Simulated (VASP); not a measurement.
The system is Au.

```
CELL_PARAMETERS angstrom
1.40184 -2.53878 0.00000
1.40184 2.53878 0.00000
0.00000 0.00000 4.86033
ATOMIC_POSITIONS crystal
Au 0.33467 0.66533 0.25000
Au 0.66533 0.33467 0.75000
```

This cell differs from its parent crystal: volume scaled by 0.98.

Base run:

| Property | Result |
| --- | --- |
| Program | VASP 6.6.1 |
| Functional | PBEsol |
| Potentials or basis | VASP PAW PBE potentials, release 64 (Au) |
| Cutoff | 520 eV |
| k mesh | 11 × 11 × 6 |
| Occupations | fermi-dirac, width 0.05 eV |
| Spin | no spin polarisation |

Its results: band gap on the k mesh zero (band 11 reaches 12.75 eV, above the bottom of band 12 at 6.48 eV); pressure -2.5 GPa; largest force 0.027 eV/Å.

Q: The run is repeated on the same cell with these changes: functional from PBEsol to r2SCAN. What comes out?

A: Band gap on the k mesh zero (band 11 reaches 13.02 eV, above the bottom of band 12 at 6.29 eV); pressure 3.1 GPa; largest force 0.022 eV/Å.

Caveats: the PAW data sets were made with another functional, which shifts forces and pressure a little; spin-orbit coupling is left out, which moves the levels of the heavy elements.
